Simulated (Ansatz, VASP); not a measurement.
# WSe2: VASP beside Ansatz

The input POSCAR:

```
WSe2
1.0
    3.4137945207      0.0000000000      0.0000000000
   -1.7068972604      2.9564327782      0.0000000000
    0.0000000000      0.0000000000     17.1584364925
W Se
1 2
Direct
    0.0000000000      0.0000000000      0.0000000000
    0.3333333333      0.6666666667      0.0997031682
    0.3333333333      0.6666666667      0.9002968318
```

INCAR.step1

```
PREC = Accurate
ENCUT = 520
ISMEAR = 0
SIGMA = 0.05
LREAL = F
LASPH = T
NELM = 60
NBANDS = 20
GGA = PE
ALGO = Normal
EDIFF = 1E-4
LWAVE = T
LCHARG = F
```

File INCAR.step2:

```
PREC = Accurate
ENCUT = 520
EDIFF = 1E-7
ISMEAR = 0
SIGMA = 0.05
LREAL = F
LASPH = T
NELM = 60
ALGO = Normal
ISIF = 2
LWAVE = F
LCHARG = F
METAGGA = R2SCAN
LMIXTAU = T
NBANDS = 20
ISTART = 1
```

File KPOINTS:

```
regular mesh
0
Gamma
  12 12 2
```

Input for Ansatz:

```yaml
crystal:
  lattice:
    - [3.4137945207, 0.0, 0.0]
    - [-1.7068972604, 2.9564327782, 0.0]
    - [0.0, 0.0, 17.1584364925]
  atoms:
    - { symbol: W, position: [0.0, 0.0, 0.0] }
    - { symbol: Se, position: [0.3333333333, 0.6666666667, 0.0997031682] }
    - { symbol: Se, position: [0.3333333333, 0.6666666667, 0.9002968318] }
basis:
  ecutwfc: 500
kpoints:
  mp_grid: { grid: [12, 12, 2] }
hamiltonian:
  xc: r2scan
scf:
  occupations: { method: gaussian, width: 0.05 }
output:
  forces: true
  stress: true
  eigenvalues: true
```

Change from the starting cell: strain +0.030 along x and y, +0.030 along z, atoms carried along.

Alike in both runs: task single point; functional r2SCAN; k mesh 12 × 12 × 2; occupations gaussian, width 0.05 eV; no spin polarisation.

|  | VASP | Ansatz |
| --- | --- | --- |
| version | VASP 6.6.1 | Ansatz 0.2.0 |
| potentials or method | VASP PAW PBE potentials, release 64 (W_sv, Se), cutoff 520 eV | scalar-relativistic, plane waves, PAW |
| valence electrons in the cell | 26 | 46 |

Ansatz gave:

```
gap on the k mesh at the Fermi level (eV) : 1.44
least direct gap on the mesh (eV)         : 1.44
rms of the force components (eV/Å)        : 0.632
```

Question: Which values does VASP return?

Answer: gap on the k mesh at the Fermi level (eV): 1.44; least direct gap on the mesh (eV): 1.44; rms of the force components (eV/Å): 0.619.

VASP's potentials were made for PBE, not for r2SCAN. Atom by atom the forces differ by 0.014 eV/Å (rms over components). VASP's potentials hold 26 valence electrons a cell and Ansatz's 46, so a difference there can come from the potentials and not from the codes.

Neither program's run includes spin-orbit coupling.
